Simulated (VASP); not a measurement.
The system is Mg5SnN2.

```
CELL_PARAMETERS angstrom
3.91000 0.00000 0.00000
-1.95500 3.38616 0.00000
0.00000 0.00000 9.59000
ATOMIC_POSITIONS crystal
Mg 0.33333 0.66667 0.08333
Mg 0.66667 0.33333 0.91667
Mg 0.00000 0.00000 0.25000
Mg 0.00000 0.00000 0.75000
Mg 0.33333 0.66667 0.58333
Sn 0.00000 0.00000 0.00000
N 0.33333 0.66667 0.33333
N 0.66667 0.33333 0.66667
```

| Item | Value |
| --- | --- |
| Program | VASP 6.6.1 |
| Task | relaxation of cell and atoms |
| Functional | PBE |
| Potentials or basis | VASP PAW PBE potentials, release 64 (Mg, Sn_d, N) |
| Cutoff | 600 eV |
| k mesh | 4 × 4 × 2 |
| Occupations | gaussian, width 0.15 eV |
| Spin | no spin polarisation |

At the start: pressure 21.4 GPa; volume 15.87 Å³/atom.

**Question.** How do energy, volume and symmetry change on relaxing?

**Answer.** Over 32 steps the energy falls by 1020.9 meV/atom and the volume is 17.27 Å³/atom (+8.8 %); space group P3m1 (No. 156, to 0.05 Å).

The path:
```
step  energy change (eV)  largest force (eV/Å)  pressure (GPa)  volume (Å³)
   1              0.0000                6.3621           21.42       126.97
   2             -4.1802                1.8859           -5.57       170.07
   3             -4.1799                1.9619           -5.06       168.08
   4             -5.1042                1.7050           -3.02       158.23
   5             -5.4278                2.8914            1.09       148.65
   6             -5.9530                1.4528            2.26       143.88
   7             -6.0610                1.3227            3.93       140.75
   8             -6.4256                1.0942           -0.57       147.05
   9             -6.4672                1.2953           -1.79       149.31
  10             -6.4711                1.5151           -3.79       153.78
  11             -6.7943                1.3069           -3.32       150.59
  12             -7.1508                0.9815            0.90       139.07
  13             -7.2844                0.7176           -1.52       143.67
  14             -7.3903                0.8098            0.52       138.68
  15             -7.4112                0.9132            2.18       135.29
  16             -7.4802                0.8969            1.73       135.63
  17             -7.5198                1.1760            1.20       136.13
  18             -7.6005                0.6151           -0.27       138.14
  19             -7.6248                0.6323           -1.40       139.96
  20             -7.7049                0.4936           -0.70       138.30
  21             -7.7787                1.0289            1.28       134.80
  22             -7.8491                0.9116            1.07       135.20
  23             -7.9681                0.6886            0.53       136.22
  24             -8.0331                0.4869           -0.36       137.55
  25             -8.0835                0.6498           -1.75       140.03
  26             -8.1300                0.5109           -0.65       138.09
  27             -8.1458                0.3641            0.61       136.18
  28             -8.1587                0.1822            0.36       136.81
  29             -8.1638                0.1574            0.10       137.48
  30             -8.1638                0.1587            0.08       137.52
  31             -8.1665                0.1031           -0.10       137.83
  32             -8.1675                0.0629           -0.29       138.17
```

Final structure:
```
Mg Sn N
1.0
     3.44194    0.00000    0.00000
    -1.72097    2.98081    0.00000
     0.00000    0.00000   13.46759
Mg Sn N
5 1 2
Direct
  0.33333 0.66667 0.20248
  0.66667 0.33333 0.85378
  0.00000 0.00000 0.35785
  0.00000 0.00000 0.66648
  0.33333 0.66667 0.51822
  0.00000 0.00000 0.03730
  0.33333 0.66667 0.35838
  0.66667 0.33333 0.58885
```

Caveat: the k points lie up to 0.53 Å⁻¹ apart in the final cell; the relaxation stopped at a loose force limit of 0.08 eV/Å, so its end isn't a converged minimum.
